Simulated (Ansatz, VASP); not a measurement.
# Pb: VASP beside Ansatz

Contents of INCAR:

```
SYSTEM = Pb
  ALGO = Normal
  EDIFF = 1E-7
  ENCUT = 520
  GGA = PS
  ISIF = 2
  ISMEAR = 0
  LASPH = .TRUE.
  LCHARG = .FALSE.
  LREAL = .FALSE.
  LWAVE = .FALSE.
  NBANDS = 13
  NELM = 80
  PREC = Accurate
  SIGMA = 0.15
```

File KPOINTS:

```
k-points
0
G
  16 16 16
  0 0 0
```

Contents of POSCAR:

```
Pb
1.0
    0.0000000000      2.3463100000      2.4080550000
    2.3463100000      0.0000000000      2.4080550000
    2.3463100000      2.3463100000      0.0000000000
Pb
1
Direct
    0.0000000000      0.0000000000      0.0000000000
```

Input for Ansatz:

```yaml
crystal:
  lattice:
    - [0.0, 2.34631, 2.408055]
    - [2.34631, 0.0, 2.408055]
    - [2.34631, 2.34631, 0.0]
  atoms:
    - { symbol: Pb, position: [0.0, 0.0, 0.0] }
basis:
  ecutwfc: 420
kpoints:
  mp_grid: { grid: [16, 16, 16] }
hamiltonian:
  xc: pbesol
scf:
  occupations: { method: gaussian, width: 0.15 }
output:
  forces: true
  stress: true
  eigenvalues: true
```

Change from the starting cell: strain -0.050 along x and y, -0.025 along z, atoms carried along.

Alike in both runs: task single point; functional PBEsol; k mesh 16 × 16 × 16; occupations gaussian, width 0.15 eV; no spin polarisation.

|  | VASP | Ansatz |
| --- | --- | --- |
| version | VASP 6.6.1 | Ansatz 0.2.0 |
| potentials or method | VASP PAW PBE potentials, release 64 (Pb_d), cutoff 520 eV | scalar-relativistic, plane waves, PAW |
| valence electrons in the cell | 14 | 14 |

Ansatz gave:

| Item | Value |
| --- | --- |
| gap on the k mesh at the Fermi level (eV) | none |
| pressure (GPa) | 8.0 |
| traceless stress, the component that is largest in VASP (GPa) | -0.23 |

Problem. What did VASP give for the same quantities?

Solution. gap on the k mesh at the Fermi level (eV): none; pressure (GPa): 7.9; traceless stress, the component that is largest in VASP (GPa): -0.24.

VASP's potentials were made for PBE, not for PBEsol. A gap of «none» marks a metal or a gap that the smearing closes.

Spin-orbit coupling is off throughout.
